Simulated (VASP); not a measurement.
# Na (P6_3/mmc) in VASP: a series of runs, part 2 of 2

VASP 6.6.1.

## (3) Relaxation of cell and atoms, LDA, target pressure 22 GPa, at which the enthalpy is minimised

INCAR reads:

```
SYSTEM = Na
PREC     = Accurate       ! precision mode
ENCUT    = 600            ! plane-wave cutoff, eV
EDIFF    = 1E-7           ! SCF threshold, eV
ISMEAR   = -1             ! smearing method
SIGMA    = 0.1            ! smearing width, eV
LREAL    = .FALSE.        ! projectors in reciprocal space
LASPH    = .TRUE.         ! aspherical terms in the spheres
NELM     = 60             ! most SCF steps
ALGO     = Normal         ! electronic algorithm
ISIF     = 3              ! what is computed and relaxed
LWAVE    = .FALSE.        ! write WAVECAR
LCHARG   = .FALSE.        ! write CHGCAR
GGA      = CA             ! functional
IBRION   = 2              ! ionic algorithm
NSW      = 32             ! ionic steps
EDIFFG   = -0.005         ! ionic threshold
PSTRESS  = 220.0
```

KPOINTS reads:

```
regular mesh
0
G
  15 15 8
  0 0 0
```

POSCAR reads:

```
Na
1.0
    2.8880529115      0.0000000000      0.0000000000
   -1.4440264558      2.5011271889      0.0000000000
    0.0000000000      0.0000000000      4.7089105495
Na
2
Direct
    0.3333333333      0.6666666667      0.2500000000
    0.6666666667      0.3333333333      0.7500000000
```

Potentials or basis: VASP PAW LDA potentials, release 64 (Na_pv).

Run with:

```console
$ cat potpaw_LDA.64/Na_pv/POTCAR > POTCAR
$ mpirun -np 1 vasp_std > vasp.out
```

OUTCAR:

```text
SYSTEM = Na
   PREC = Accurate
   ENCUT = 600
   EDIFF = 1E-7
   ISMEAR = -1
   LREAL = .FALSE.
   LASPH = .TRUE.
   NELM = 60
   ISIF = 3
   GGA = CA
   IBRION = 2
   NSW = 32
   EDIFFG = -0.005
   PSTRESS = 220.0

 ion  position               nearest neighbor table
   1  0.333  0.667  0.250-
   2  0.667  0.333  0.750-

  LATTYP: Found a hexagonal cell.
 ALAT       =     2.8880529115
 C/A-ratio  =     1.6304793208

  Lattice vectors:

 A1 = (   2.8880529115,   0.0000000000,   0.0000000000)
 A2 = (  -1.4440264558,   2.5011271889,   0.0000000000)
 A3 = (   0.0000000000,   0.0000000000,   4.7089105495)

Analysis of symmetry for initial positions (statically):
=====================================================================
 Subroutine PRICEL returns:
 Original cell was already a primitive cell.

 Routine SETGRP: Setting up the symmetry group for a
 hexagonal supercell.

 Subroutine GETGRP returns: Found 24 space group operations
 (whereof 12 operations were pure point group operations)
 out of a pool of 24 trial point group operations.

The static configuration has the point symmetry D_3d.
 The point group associated with its full space group is D_6h.

Analysis of symmetry for dynamics (positions and initial velocities):
=====================================================================
 Subroutine PRICEL returns:
 Original cell was already a primitive cell.

 Routine SETGRP: Setting up the symmetry group for a
 hexagonal supercell.

 Subroutine GETGRP returns: Found 24 space group operations
 (whereof 12 operations were pure point group operations)
 out of a pool of 24 trial point group operations.

The dynamic configuration has the point symmetry D_3d.
 The point group associated with its full space group is D_6h.

 Subroutine INISYM returns: Found 24 space group operations
 (whereof 12 operations are pure point group operations),
 and found     1 'primitive' translations

----------------------------------------------------------------------------------------

                                     Primitive cell

  volume of cell :      34.0143

  direct lattice vectors                    reciprocal lattice vectors
     2.888052911  0.000000000  0.000000000     0.346254044  0.199909866  0.000000000
    -1.444026456  2.501127189  0.000000000     0.000000000  0.399819731  0.000000000
     0.000000000  0.000000000  4.708910549     0.000000000  0.000000000  0.212363346

  length of vectors
     2.888052911  2.888052912  4.708910549     0.399819731  0.399819731  0.212363346

  position of ions in fractional coordinates (direct lattice)
     0.333333333  0.666666667  0.250000000
     0.666666667  0.333333333  0.750000000

  ion indices of the primitive-cell ions
   primitive index   ion index
                 1           1
[... 105 lines left out ...]
 non-spin polarized calculation
  energy-cutoff  :      600.00
  volume of cell :       34.01
 maximum number of plane-waves:      1170
 NGX is ok and might be reduce to    24
   NGX = 11   NGY = 11   NGZ = 19

--------------------------------------- Ionic step        1  -------------------------------------------

 number of electron      13.9999994 magnetization

 Free energy of the ion-electron system (eV)
  ---------------------------------------------------
  ext. energy  EPLUGINS =         0.00000000
  ---------------------------------------------------
  free energy    TOTEN  =        -1.62080285 eV

  energy without entropy =       -1.59789992  energy(sigma->0) =       -1.60935138

------------------------ aborting loop because EDIFF is reached ----------------------------------------

  FORCE on cell =-STRESS in cart. coord.  units (eV):
  Direction    XX          YY          ZZ          XY          YZ          ZX
  --------------------------------------------------------------------------------------
  -------------------------------------------------------------------------------------
  Total        4.6880765      4.6880765      4.6887726     -0.0000000      0.0000000      0.0000000
  in kB      220.8227970    220.8227970    220.8555858     -0.0000000      0.0000000      0.0000000
  external PRESSURE =       0.8337266 kB  Pullay stress =     220.0000000 kB

 VOLUME and BASIS-vectors are now :
 -----------------------------------------------------------------------------
  energy-cutoff  :      600.00
  volume of cell :       34.01
      direct lattice vectors                 reciprocal lattice vectors
     2.888052911  0.000000000  0.000000000     0.346254044  0.199909866  0.000000000
    -1.444026456  2.501127189  0.000000000     0.000000000  0.399819731  0.000000000
     0.000000000  0.000000000  4.708910549     0.000000000  0.000000000  0.212363346

 POSITION                                       TOTAL-FORCE (eV/Angst)
 -----------------------------------------------------------------------------------
     -0.00000      1.66742      1.17723         0.000000     -0.000000      0.000000
      1.44403      0.83371      3.53168        -0.000000      0.000000      0.000000
 -----------------------------------------------------------------------------------
    total drift:                               -0.000000      0.000000      0.000000

  FREE ENERGIE OF THE ION-ELECTRON SYSTEM (eV)
  ---------------------------------------------------
  free  energy   TOTEN  =        -1.6208028497 eV

  energy  without entropy=       -1.5978999162  energy(sigma->0) =       -1.60935138

  enthalpy is  TOTEN    =         3.0498056142 eV   P V=        4.6706084639

--------------------------------------- Ionic step        2  -------------------------------------------

 number of electron      13.9999994 magnetization

 Free energy of the ion-electron system (eV)
  ---------------------------------------------------
  ext. energy  EPLUGINS =         0.00000000
  ---------------------------------------------------
  free energy    TOTEN  =        -1.62679670 eV

  energy without entropy =       -1.60388257  energy(sigma->0) =       -1.61533964

 E-fermi :   3.6779     XC(G=0):  -9.3778

 val. band max:        3.6682019697   @ k =   0.0667   0.0667   0.1250
 cond. band min:       3.6863143786   @ k =   0.2667   0.0000   0.2500
 fundamental gap:      0.0181124089
 Fermi energy:         3.6779408065

 k-point     1 :       0.0000    0.0000    0.0000
  band No.  band energies     occupation
      1     -21.7314      2.00000
      2     -21.3474      2.00000
      3     -21.3474      2.00000
      4     -21.2976      2.00000
      5     -21.2976      2.00000
      6     -21.2975      2.00000
      7      -1.7315      2.00000
      8       4.4123      0.00129
      9       5.4109      0.00000
     10      18.4864      0.00000
     11      18.4864      0.00000
[... 309 lines left out ...]
 k-point    24 :       0.4000    0.2000    0.0000
  band No.  band energies     occupation
      1     -21.6488      2.00000
      2     -21.5741      2.00000
      3     -21.5028      2.00000
      4     -21.4951      2.00000
      5     -21.4186      2.00000
      6     -21.4114      2.00000
      7       4.4576      0.00082
      8       5.0780      0.00000
      9       8.4182      0.00000
     10       9.2403      0.00000
     11      10.2955      0.00000

 [... further k-points ...]
[... 5 lines left out ...]
  --------------------------------------------------------------------------------------
  -------------------------------------------------------------------------------------
  Total        4.6692990      4.6692990      4.6699177     -0.0000000     -0.0000000      0.0000000
  in kB      219.6568553    219.6568553    219.6859575     -0.0000000     -0.0000000      0.0000000
  external PRESSURE =      -0.3334440 kB  Pullay stress =     220.0000000 kB

 VOLUME and BASIS-vectors are now :
 -----------------------------------------------------------------------------
  energy-cutoff  :      600.00
  volume of cell :       34.06
      direct lattice vectors                 reciprocal lattice vectors
     2.889269797 -0.000000000  0.000000000     0.346108211  0.199825669  0.000000000
    -1.444634899  2.502181043  0.000000000     0.000000000  0.399651337  0.000000000
     0.000000000  0.000000000  4.710973724    -0.000000000 -0.000000000  0.212270341

 POSITION                                       TOTAL-FORCE (eV/Angst)
 -----------------------------------------------------------------------------------
     -0.00000      1.66812      1.17774         0.000000     -0.000000      0.000000
      1.44463      0.83406      3.53323        -0.000000      0.000000     -0.000000
 -----------------------------------------------------------------------------------
    total drift:                               -0.000000      0.000000      0.000000

  FREE ENERGIE OF THE ION-ELECTRON SYSTEM (eV)
  ---------------------------------------------------
  free  energy   TOTEN  =        -1.6267966998 eV

  energy  without entropy=       -1.6038825737  energy(sigma->0) =       -1.61533964

  enthalpy is  TOTEN    =         3.0497966478 eV   P V=        4.6765933476

 reached required accuracy - stopping structural energy minimisation
```

Wall time 19 s (1 thread of Intel Xeon 6975P-C (Granite Rapids), shared host); peak memory 0.16 GiB.

What came out:

```
Free energy                                            : -1.6268 eV
Relaxed volume                                         : 17.03 Å³/atom
Relaxed cell                                           : a = 2.889 Å, b = 2.889 Å, c = 4.711 Å, α = 90.00°, β = 90.00°, γ = 120.00°
Space group after relaxing (to 0.05 Å)                 : P6_3/mmc (No. 194)
Energy change on relaxing (the enthalpy is what falls) : -3.0 meV/atom
Ionic steps                                            : 2
Pressure after relaxing                                : 22.0 GPa
Band gap on the k mesh                                 : zero (band 7 reaches 6.61 eV, above the bottom of band 8 at 0.06 eV)
```

Step by step:
| step | energy change (eV) | largest force (eV/Å) | pressure (GPa) | volume (Å³) |
| --- | --- | --- | --- | --- |
| 1 | 0.0000 | 0.0000 | 22.08 | 34.01 |
| 2 | -0.0060 | 0.0000 | 21.97 | 34.06 |

Final structure:
```cif
data_structure
_symmetry_space_group_name_H-M 'P 1'
_symmetry_Int_Tables_number 1
_cell_length_a 2.8893
_cell_length_b 2.8893
_cell_length_c 4.7110
_cell_angle_alpha 90.000
_cell_angle_beta 90.000
_cell_angle_gamma 120.000
_cell_volume 34.06
loop_
_atom_site_label
_atom_site_type_symbol
_atom_site_fract_x
_atom_site_fract_y
_atom_site_fract_z
_atom_site_occupancy
Na1 Na 0.33333 0.66667 0.25000 1
Na2 Na 0.66667 0.33333 0.75000 1
```

Caveat: the cell is relaxed towards a set pressure, so the enthalpy falls and the energy may rise.
